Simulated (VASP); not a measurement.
Write the native input for VASP 6.6.1 that does the following.

- Task: single point
- Functional: PBEsol
- Potentials or basis: VASP PAW PBE potentials, release 64 (Sn_d, Se)
- Cutoff: 500 eV
- k mesh: 6 × 6 × 6
- Occupations: gaussian, width 0.01 eV
- Spin: no spin polarisation
- Dipole correction: no
- Further INCAR settings: ALGO = Normal; EDIFF = 1e-06; NBANDS = 17

The structure of SnSe lies in POSCAR:

```
SnSe
1.0
    0.0000000000      2.9848894956      2.9848894956
    2.9848894956      0.0000000000      2.9848894956
    2.9848894956      2.9848894956      0.0000000000
Sn Se
1 1
Direct
    0.0000000000      0.0000000000      0.0000000000
    0.5000000000      0.5000000000      0.5000000000
```

One way to write it, as run:

INCAR

```
PREC = Accurate ; ENCUT = 500
EDIFF = 1E-6 ; ISMEAR = 0
SIGMA = 0.01 ; LREAL = F
LASPH = T ; NELM = 120
ALGO = Normal ; ISIF = 2
LWAVE = F ; LCHARG = F
GGA = PS ; NBANDS = 17
GGA_COMPAT = F
```

KPOINTS

```
Automatic mesh
0
Gamma
  6 6 6
```

Potentials or basis: VASP PAW PBE potentials, release 64 (Sn_d, Se).

Command:

```sh
$ cat potpaw_PBE.64/Sn_d/POTCAR potpaw_PBE.64/Se/POTCAR > POTCAR
$ mpirun -np 1 vasp_std > vasp.out
```

It gave:

* Pressure: -1.0 GPa
* Band gap on the k mesh: 0.76 eV

Caveat: the PAW data sets were made with another functional, which shifts forces and pressure a little; spin-orbit coupling is left out, which moves the levels of the heavy elements.

Wall time 16 s on 1 thread of AMD EPYC 7R43 64-Core Processor (Zen 3), on a shared host, peak memory 0.14 GiB.
